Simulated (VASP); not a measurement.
Write the native input for VASP 6.6.1 that does the following.

```
Task                               : single point
Functional                         : r2SCAN0
Potentials or basis                : VASP PAW PBE potentials, release 64 (Mg)
Cutoff                             : 520 eV
k mesh                             : 6 × 6 × 5
Occupations                        : fermi-dirac, width 0.05 eV
Spin                               : no spin polarisation
Dipole correction                  : no
Grid for exact exchange (PRECFOCK) : Normal
Further INCAR settings             : ALGO = Normal; EDIFF = 1e-06; NBANDS = 7
Share of exact exchange            : 0.25
```

Crystal: Mg.

```
Mg
1.0
     3.05030    0.00000    0.00000
    -1.52515    2.64164    0.00000
     0.00000    0.00000    3.04484
Mg
1
Cartesian
  0.0000 0.0000 0.0000
```

This isn't the form of Mg at room conditions, which is hcp.

One way to write it, as run:

POSCAR

```
Mg
1.0
    3.0502998005      0.0000000000      0.0000000000
   -1.5251499003      2.6416371164      0.0000000000
    0.0000000000      0.0000000000      3.0448375700
Mg
1
Direct
    0.0000000000      0.0000000000      0.0000000000
```

INCAR.step1

```
PREC = Accurate ; ENCUT = 520
EDIFF = 1E-5 ; ISMEAR = -1
SIGMA = 0.05 ; LREAL = False
LASPH = True ; NELM = 80
ALGO = Normal ; ISIF = 2
LWAVE = True ; LCHARG = False
NBANDS = 7 ; GGA = PE
```

INCAR.step2

```
PREC = Accurate ; ENCUT = 520
EDIFF = 1E-6 ; ISMEAR = -1
SIGMA = 0.05 ; LREAL = False
LASPH = True ; NELM = 80
ALGO = Normal ; ISIF = 2
LWAVE = False ; LCHARG = False
METAGGA = R2SCAN ; LHFCALC = True
AEXX = 0.25 ; LMIXTAU = True
PRECFOCK = Normal ; NBANDS = 7
ISTART = 1
```

KPOINTS

```
Automatic mesh
0
Gamma
  6 6 5
```

Potentials or basis: VASP PAW PBE potentials, release 64 (Mg).

The run is started by

```bash
$ cat potpaw_PBE.64/Mg/POTCAR > POTCAR
$ cp INCAR.step1 INCAR
$ mpirun -np 1 vasp_std > vasp.out
$ cp INCAR.step2 INCAR
$ mpirun -np 1 vasp_std > vasp.out
```

It gave:

The pressure is 0.9 GPa and the band gap on the k mesh is zero (bands 1 and 2 overlap by 5.55 eV).

Caveat: the k points lie up to 0.41 Å⁻¹ apart, too coarse for converged energies and pressures of a metal; the PAW data sets were made with another functional, which shifts forces and pressure a little.

Run time: 2.4 min on 1 thread of AMD EPYC 7R13 (shared host), peak memory 0.12 GiB.
